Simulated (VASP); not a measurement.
# ZnS (F-43m) in VASP: notebook

Runs on ZnS. Level: LDA. Tasks: single point, relaxation of cell and atoms.

All numbers are computed with VASP 6.6.1; they aren't measurements. Logs are shortened: lines on timing, memory, paths and dates and some standing lists are left out, and cuts for length are marked.

### 1 The cell of the first run

It takes space group F-43m (No. 216, cubic). Conventional cell: a = 5.277 Å, b = 5.277 Å, c = 5.277 Å, α = 90.00°, β = 90.00°, γ = 90.00°. Within 3.0 Å of Zn (site symmetry -43m) lie 4 S at 2.28 Å. Within 3.0 Å of S (site symmetry -43m) lie 4 Zn at 2.28 Å.

### 2 Single point, LDA

Input file INCAR:

```
SYSTEM = ZnS
  PREC = Accurate
  ENCUT = 520
  EDIFF = 1E-6
  ISMEAR = 0
  SIGMA = 0.01
  LREAL = .False.
  LASPH = .True.
  NELM = 100
  ALGO = Normal
  ISIF = 2
  LWAVE = .False.
  LCHARG = .True.
  LELF = .True.
  LVHAR = .True.
  NBANDS = 16
```

Input file KPOINTS:

```
regular mesh
0
Gamma
  10 10 10
  0 0 0
```

Input file POSCAR:

```
ZnS
1.0
    0.0000000000      2.6383406184      2.6383406184
    2.6383406184      0.0000000000      2.6383406184
    2.6383406184      2.6383406184      0.0000000000
Zn S
1 1
Direct
    0.0000000000      0.0000000000      0.0000000000
    0.7500000000      0.7500000000      0.7500000000
```

Potentials or basis: VASP PAW LDA potentials, release 64 (Zn, S).

Started as:

```
> cat potpaw_LDA.64/Zn/POTCAR potpaw_LDA.64/S/POTCAR > POTCAR
> mpirun -np 1 vasp_std > vasp.out
```

OUTCAR:

```text
SYSTEM = ZnS
   PREC = Accurate
   ENCUT = 520
   EDIFF = 1E-6
   ISMEAR = 0
   LREAL = .False.
   LASPH = .True.
   NELM = 100
   ISIF = 2

 ion  position               nearest neighbor table
   1  0.000  0.000  0.000-   2 2.28   2 2.28   2 2.28   2 2.28
   2  0.750  0.750  0.750-   1 2.28   1 2.28   1 2.28   1 2.28

  LATTYP: Found a face centered cubic cell.
 ALAT       =     5.2766812368

  Lattice vectors:

 A1 = (   0.0000000000,   2.6383406184,   2.6383406184)
 A2 = (   2.6383406184,   0.0000000000,   2.6383406184)
 A3 = (   2.6383406184,   2.6383406184,   0.0000000000)

Analysis of symmetry for initial positions (statically):
=====================================================================
 Subroutine PRICEL returns:
 Original cell was already a primitive cell.

 Routine SETGRP: Setting up the symmetry group for a
 face centered cubic supercell.

 Subroutine GETGRP returns: Found 24 space group operations
 (whereof 24 operations were pure point group operations)
 out of a pool of 48 trial point group operations.

The static configuration has the point symmetry T_d .

Analysis of symmetry for dynamics (positions and initial velocities):
=====================================================================
 Subroutine PRICEL returns:
 Original cell was already a primitive cell.

 Routine SETGRP: Setting up the symmetry group for a
 face centered cubic supercell.

 Subroutine GETGRP returns: Found 24 space group operations
 (whereof 24 operations were pure point group operations)
 out of a pool of 48 trial point group operations.

The dynamic configuration has the point symmetry T_d .

 Subroutine INISYM returns: Found 24 space group operations
 (whereof 24 operations are pure point group operations),
 and found     1 'primitive' translations

----------------------------------------------------------------------------------------

                                     Primitive cell

  volume of cell :      36.7301

  direct lattice vectors                    reciprocal lattice vectors
     0.000000000  2.638340618  2.638340618    -0.189513059  0.189513059  0.189513059
     2.638340618  0.000000000  2.638340618     0.189513059 -0.189513059  0.189513059
     2.638340618  2.638340618  0.000000000     0.189513059  0.189513059 -0.189513059

  length of vectors
     3.731177085  3.731177085  3.731177085     0.328246246  0.328246246  0.328246246

  position of ions in fractional coordinates (direct lattice)
     0.000000000  0.000000000  0.000000000
     0.750000000  0.750000000  0.750000000

  ion indices of the primitive-cell ions
   primitive index   ion index
                 1           1
                 2           2

----------------------------------------------------------------------------------------

 KPOINTS: regular mesh

Automatic generation of k-mesh.
 Grid dimensions read from file:
 generate k-points for:   10   10   10

 Generating k-lattice:

  Cartesian coordinates                     Fractional coordinates (reciprocal lattice)
    -0.018951306  0.018951306  0.018951306     0.100000000  0.000000000  0.000000000
     0.018951306 -0.018951306  0.018951306     0.000000000  0.100000000  0.000000000
     0.018951306  0.018951306 -0.018951306     0.000000000  0.000000000  0.100000000

  Length of vectors
     0.032824625  0.032824625  0.032824625

  Shift w.r.t. Gamma in fractional coordinates (k-lattice)
     0.000000000  0.000000000  0.000000000

 Subroutine IBZKPT returns following result:
 ===========================================

 Found     47 irreducible k-points:

 Following reciprocal coordinates:
            Coordinates               Weight
  0.000000  0.000000  0.000000      1.000000
  0.100000  0.000000  0.000000      8.000000
  0.200000  0.000000  0.000000      8.000000
  0.300000  0.000000  0.000000      8.000000
  0.400000  0.000000  0.000000      8.000000
  0.500000  0.000000  0.000000      4.000000
[... 16 lines left out ...]
  0.300000  0.300000  0.000000      6.000000
  0.400000  0.300000  0.000000     24.000000
 [... further k-points ...]
   k-points           NKPTS =     47   k-points in BZ     NKDIM =     47   number of bands    NBANDS=     16
   number of dos      NEDOS =    301   number of ions     NIONS =      2
   total plane-waves  NPLWV =  21952
   dimension x,y,z NGX =    28 NGY =   28 NGZ =   28
   dimension x,y,z NGXF=    56 NGYF=   56 NGZF=   56
   ions per type =               1   1
   NGX,Y,Z   is equivalent  to a cutoff of  12.48, 12.48, 12.48 a.u.
   NGXF,Y,Z  is equivalent  to a cutoff of  24.95, 24.95, 24.95 a.u.
 SYSTEM =  ZnS
   PREC   = accura    normal or accurate (medium, high low for compatibility)
   ISTART =      0    job   : 0-new  1-cont  2-samecut
   ICHARG =      2    charge: 1-file 2-atom 10-const
   ISPIN  =      1    spin polarized calculation?
   LNONCOLLINEAR =      F non collinear calculations
   LSORBIT =      F    spin-orbit coupling
   LASPH  =      T    aspherical Exc in radial PAW
   ENCUT  =  520.0 eV  38.22 Ry    6.18 a.u.   6.94  6.94  6.94*2*pi/ulx,y,z
   NELM   =    100;   NELMIN=  2; NELMDL= -5     # of ELM steps
   EDIFF  = 0.1E-05   stopping-criterion for ELM
   LREAL  =      F    real-space projection
   EDIFFG = 0.1E-04   stopping-criterion for IOM
   NSW    =      0    number of steps for IOM
   IBRION =     -1    ionic relax: 0-MD 1-quasi-New 2-CG
   NFREE  =      0    steps in history (QN), initial steepest desc. (CG)
   ISIF   =      2    stress and relaxation
   ISYM   =      2    0-nonsym 1-usesym 2-fastsym
   POTIM  = 0.5000    time-step for ionic-motion
   TEBEG  =    0.0;   TEEND  =   0.0 temperature during run
   PSTRESS=    0.0 pullay stress
   NELECT =      18.0000    total number of electrons
   NUPDOWN=      -1.0000    fix difference up-down
   EMIN   =  10.00;   EMAX   =-10.00  energy-range for DOS
   EFERMI =   0.00;   METHOD = LEGACY
   ISMEAR =     0;   SIGMA  =   0.01  broadening in eV -4-tet -1-fermi 0-gaus
   EFERMI_NEDOS =   21; number of points for ismear=-14 and -15
   IALGO  =     38    algorithm
   IMIX   =      4    mixing-type and parameters
     AMIX     =   0.40;   BMIX     =  1.00
     AMIX_MAG =   1.60;   BMIX_MAG =  1.00
  volume/ion in A,a.u.               =      18.37       123.93
  Fermi-wavevector in a.u.,A,eV,Ry     =   1.290698  2.439066 22.665981  1.665903
  Thomas-Fermi vector in A             =   2.422514
   LORBIT       =      0    0 simple, 1 ext, 2 COOP (PROOUT), +10 PAW based schemes
   GGA     = CA    functional components
   LHFCALC =     F    Hartree Fock is set to
   AEXX    =    0.0000 exact exchange contribution
   IVDW    =     0    specifies the selected vdW correction
   LEPSILON=     F    determine dielectric tensor
   LRPA    =     F    only Hartree local field effects (RPA)
 non-spin polarized calculation
 Gauss-broadening in eV      SIGMA  =   0.01
  energy-cutoff  :      520.00
  volume of cell :       36.73
 maximum number of plane-waves:       999
   NGX = 13   NGY = 13   NGZ = 13

 number of electron      18.0000006 magnetization

 Free energy of the ion-electron system (eV)
  ---------------------------------------------------
  ext. energy  EPLUGINS =         0.00000000
  ---------------------------------------------------
  free energy    TOTEN  =        -8.20577960 eV

  energy without entropy =       -8.20577960  energy(sigma->0) =       -8.20577960

 E-fermi :   2.7517     XC(G=0): -10.3697

 val. band max:        2.6299046854   @ k =   0.0000   0.0000   0.0000
 cond. band min:       4.8427237553   @ k =   0.0000   0.0000   0.0000
 fundamental gap:      2.2128190699
 Fermi energy:         2.7517253981

 k-point     1 :       0.0000    0.0000    0.0000
  band No.  band energies     occupation
      1     -11.0054      2.00000
      2      -4.1808      2.00000
      3      -4.1808      2.00000
      4      -4.1808      2.00000
      5      -3.6133      2.00000
      6      -3.6133      2.00000
[... 8 lines left out ...]
     15      14.4690      0.00000
     16      14.5553      0.00000

 k-point     2 :       0.1000    0.0000    0.0000
  band No.  band energies     occupation
      1     -10.9184      2.00000
      2      -4.1848      2.00000
      3      -4.1650      2.00000
      4      -4.1650      2.00000
      5      -3.6150      2.00000
      6      -3.6150      2.00000
[... 8 lines left out ...]
     15      13.9638      0.00000
     16      15.1547      0.00000

 k-point     3 :       0.2000    0.0000    0.0000
  band No.  band energies     occupation
      1     -10.6767      2.00000
      2      -4.1767      2.00000
      3      -4.1262      2.00000
      4      -4.1262      2.00000
      5      -3.6154      2.00000
      6      -3.6154      2.00000
[... 8 lines left out ...]
     15      13.5020      0.00000
     16      15.0780      0.00000

 k-point     4 :       0.3000    0.0000    0.0000
  band No.  band energies     occupation
      1     -10.3446      2.00000
      2      -4.0971      2.00000
      3      -4.0852      2.00000
      4      -4.0852      2.00000
      5      -3.6057      2.00000
      6      -3.6057      2.00000
[... 8 lines left out ...]
     15      13.9054      0.00000
     16      14.4922      0.00000
[... 324 lines left out ...]
 k-point    22 :      -0.2000    0.2000    0.0000
  band No.  band energies     occupation
      1     -10.2323      2.00000
      2      -4.0944      2.00000
      3      -4.0558      2.00000
      4      -4.0535      2.00000
      5      -3.6408      2.00000
      6      -3.5688      2.00000
[... 8 lines left out ...]
     15      15.6747      0.00000
     16      17.3903      0.00000

 k-point    23 :       0.3000    0.3000    0.0000
  band No.  band energies     occupation
      1     -10.1224      2.00000
      2      -4.2737      2.00000
      3      -3.9531      2.00000
      4      -3.9531      2.00000
      5      -3.6558      2.00000
      6      -3.5542      2.00000
[... 8 lines left out ...]
     15      15.5736      0.00000
     16      19.6256      0.00000

 k-point    24 :       0.4000    0.3000    0.0000
  band No.  band energies     occupation
      1      -9.8823      2.00000
      2      -4.2422      2.00000
      3      -3.9014      2.00000
      4      -3.8944      2.00000
      5      -3.5930      2.00000
      6      -3.5450      2.00000
[... 8 lines left out ...]
     15      16.1547      0.00000
     16      18.8361      0.00000

 [... further k-points ...]

------------------------ aborting loop because EDIFF is reached ----------------------------------------

  FORCE on cell =-STRESS in cart. coord.  units (eV):
  Direction    XX          YY          ZZ          XY          YZ          ZX
  --------------------------------------------------------------------------------------
  -------------------------------------------------------------------------------------
  Total        0.2867067      0.2867067      0.2867067      0.0000000      0.0000000      0.0000000
  in kB       12.5062154     12.5062154     12.5062154      0.0000000      0.0000000      0.0000000
  external PRESSURE =      12.5062154 kB  Pullay stress =       0.0000000 kB

 VOLUME and BASIS-vectors are now :
 -----------------------------------------------------------------------------
  energy-cutoff  :      520.00
  volume of cell :       36.73
      direct lattice vectors                 reciprocal lattice vectors
     0.000000000  2.638340618  2.638340618    -0.189513059  0.189513059  0.189513059
     2.638340618  0.000000000  2.638340618     0.189513059 -0.189513059  0.189513059
     2.638340618  2.638340618  0.000000000     0.189513059  0.189513059 -0.189513059

 POSITION                                       TOTAL-FORCE (eV/Angst)
 -----------------------------------------------------------------------------------
      0.00000      0.00000      0.00000        -0.000000     -0.000000     -0.000000
      3.95751      3.95751      3.95751         0.000000      0.000000      0.000000
 -----------------------------------------------------------------------------------
    total drift:                               -0.000001     -0.000001     -0.000001

  FREE ENERGIE OF THE ION-ELECTRON SYSTEM (eV)
  ---------------------------------------------------
  free  energy   TOTEN  =        -8.2057795988 eV

  energy  without entropy=       -8.2057795988  energy(sigma->0) =       -8.20577960
```

Run time: 14 s. Hardware: 1 thread of AMD EPYC 9R45 (Zen 5), shared host; peak memory 0.12 GiB.

Results:

```yaml
Free_energy: -8.2058 eV
Pressure: 1.3 GPa
Band_gap_on_the_k_mesh: 2.21 eV
```

Levels at points of the mesh, in eV from the valence-band top:
| k point | band 7 | band 8 | band 9 | band 10 | band 11 | band 12 |
| --- | --- | --- | --- | --- | --- | --- |
| (0.00, 0.00, 0.00) | 0.00 | 0.00 | 0.00 | 2.21 | 6.20 | 6.20 |
| (0.50, 0.00, 0.00) | -5.85 | -0.99 | -0.99 | 3.25 | 6.75 | 6.75 |
| (0.50, 0.50, 0.00) | -4.96 | -2.52 | -2.52 | 3.03 | 3.88 | 11.25 |

### 3 Relaxation of cell and atoms, LDA, target pressure 1 GPa, at which the enthalpy is minimised

This run uses another cell than the first one, of 18.57 Å³/atom.

Input file INCAR:

```
PREC     = Accurate       # precision mode
ENCUT    = 600            # plane-wave cutoff, eV
EDIFF    = 1E-6           # SCF threshold, eV
ISMEAR   = 0              # smearing method
SIGMA    = 0.01           # smearing width, eV
LREAL    = F              # projectors in reciprocal space
LASPH    = T              # aspherical terms in the spheres
NELM     = 100            # most SCF steps
ALGO     = Normal         # electronic algorithm
ISIF     = 3              # what is computed and relaxed
LWAVE    = F              # write WAVECAR
LCHARG   = F              # write CHGCAR
IBRION   = 2              # ionic algorithm
NSW      = 80             # ionic steps
EDIFFG   = -0.001         # ionic threshold
PSTRESS  = 10.0
```

Input file KPOINTS:

```
regular mesh
0
Gamma
  10 10 10
```

Input file POSCAR:

```
ZnS
1.0
    0.0000000000      2.6483447010      2.6483447010
    2.6483447010      0.0000000000      2.6483447010
    2.6483447010      2.6483447010      0.0000000000
Zn S
1 1
Direct
    0.0000000000      0.0000000000      0.0000000000
    0.7500000000      0.7500000000      0.7500000000
```

Potentials or basis: VASP PAW LDA potentials, release 64 (Zn, S).

Started as:

```
> cat potpaw_LDA.64/Zn/POTCAR potpaw_LDA.64/S/POTCAR > POTCAR
> mpirun -np 1 vasp_std > vasp.out
```

It took 33 s on 1 thread of AMD EPYC 9R45 (Zen 5), shared host; peak memory 0.14 GiB.

It converged, with:

```
Free energy                                                : -8.2069 eV
Relaxed volume                                             : 18.42 Å³/atom
Relaxed cell                                               : a = 3.735 Å, b = 3.735 Å, c = 3.735 Å, α = 60.00°, β = 60.00°, γ = 60.00°
Space group after relaxing (to 0.1 Å)                      : F-43m (No. 216)
Energy change on relaxing (the run minimises the enthalpy) : +0.6 meV/atom
Ionic steps                                                : 6
Pressure after relaxing                                    : 1.0 GPa
Band gap on the k mesh                                     : 2.20 eV
```

The path:
```csv
step,energy change (eV),largest force (eV/Å),pressure (GPa),volume (Å³)
1,0.0000,0.0000,0.27,37.15
2,0.0022,0.0000,1.37,36.70
3,0.0012,0.0000,1.03,36.84
4,0.0012,0.0000,0.94,36.85
5,0.0012,0.0000,0.99,36.84
6,0.0012,0.0000,1.00,36.84
```

Final structure:
```
CELL_PARAMETERS angstrom
0.00000 2.64105 2.64105
2.64105 0.00000 2.64105
2.64105 2.64105 0.00000
ATOMIC_POSITIONS crystal
Zn 0.00000 0.00000 0.00000
S 0.75000 0.75000 0.75000
```

Levels at points of the mesh, in eV from the valence-band top:
```csv
k point,band 6,band 7,band 8,band 9,band 10,band 11,band 12,band 13
"(0.00, 0.00, 0.00)",-6.23,0.00,0.00,0.00,2.20,6.20,6.20,6.20
"(0.50, 0.00, 0.00)",-6.02,-5.83,-0.98,-0.98,3.25,6.75,6.75,8.87
"(0.50, 0.50, 0.00)",-5.98,-4.94,-2.51,-2.51,3.04,3.88,11.23,12.26
```

Caveat: the cell is relaxed towards a set pressure, so the run minimises the enthalpy, not the energy. Zero-point motion and thermal expansion aren't in these numbers.
